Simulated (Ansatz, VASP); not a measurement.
One calculation of Ir, two programs

File INCAR:

```
SYSTEM = Ir
PREC     = Accurate       ! precision mode
ENCUT    = 600            ! plane-wave cutoff, eV
EDIFF    = 1E-7           ! SCF threshold, eV
ISMEAR   = 0              ! smearing method
SIGMA    = 0.1            ! smearing width, eV
LREAL    = .FALSE.        ! projectors in reciprocal space
LASPH    = .TRUE.         ! aspherical terms in the spheres
NELM     = 100            ! most SCF steps
ALGO     = Normal         ! electronic algorithm
ISIF     = 3              ! what is computed and relaxed
LWAVE    = .FALSE.        ! write WAVECAR
LCHARG   = .FALSE.        ! write CHGCAR
GGA      = PS             ! functional
IBRION   = 2              ! ionic algorithm
NSW      = 100            ! ionic steps
EDIFFG   = -0.01          ! ionic threshold
```

File KPOINTS:

```
Automatic mesh
0
G
  21 21 6
  0 0 0
```

File POSCAR:

```
Ir
1.0
    2.7172685722      0.0000000000      0.0000000000
   -1.3586342861      2.3532236124      0.0000000000
    0.0000000000      0.0000000000      8.8062083452
Ir
4
Direct
    0.0000000000      0.0000000000      0.0000000000
    0.0000000000      0.0000000000      0.5000000000
    0.3333333333      0.6666666667      0.7500000000
    0.6666666667      0.3333333333      0.2500000000
```

Input for Ansatz:

```yaml
crystal:
  lattice:
    - [2.7172685722, 0.0, 0.0]
    - [-1.3586342861, 2.3532236124, 0.0]
    - [0.0, 0.0, 8.8062083452]
  atoms:
    - { symbol: Ir, position: [0.0, 0.0, 0.0] }
    - { symbol: Ir, position: [0.0, 0.0, 0.5] }
    - { symbol: Ir, position: [0.3333333333, 0.6666666667, 0.75] }
    - { symbol: Ir, position: [0.6666666667, 0.3333333333, 0.25] }
basis:
  ecutwfc: 420
kpoints:
  mp_grid: { grid: [21, 21, 6] }
hamiltonian:
  xc: pbesol
scf:
  occupations: { method: gaussian, width: 0.1 }
output:
  forces: true
  stress: true
  eigenvalues: true
relax:
  adjacent_minimum: "off"
  f_tol: 0.01
  max_steps: 80
  cell: { stress_tol: 0.05 }
```

Alike in both runs: task relaxation of cell and atoms; functional PBEsol; k mesh 21 × 21 × 6; occupations gaussian, width 0.1 eV; no spin polarisation.

|  | VASP | Ansatz |
| --- | --- | --- |
| version | VASP 6.6.1 | Ansatz 0.2.0 |
| potentials or method | VASP PAW PBE potentials, release 64 (Ir), cutoff 600 eV | scalar-relativistic, plane waves, PAW |
| valence electrons in the cell | 36 | 68 |

Ansatz gave:

- gap on the k mesh at the Fermi level, each at its own relaxed structure (eV): none
- relaxed volume (Å³/atom): 14.08
- relaxed cell length with the largest relative difference (Å): 8.845

Task: Estimate VASP's values.

Result: gap on the k mesh at the Fermi level, each at its own relaxed structure (eV): none; relaxed volume (Å³/atom): 14.11; relaxed cell length with the largest relative difference (Å): 8.853.

VASP's potentials were made for PBE, not for PBEsol. A gap of «none» marks a metal or a gap that the smearing closes. VASP's potentials hold 36 valence electrons a cell and Ansatz's 68, so a difference there can come from the potentials and not from the codes.

Neither program's run includes spin-orbit coupling. Noted on VASP's run: too few bands were computed for a metal, which touches its energy and stress.
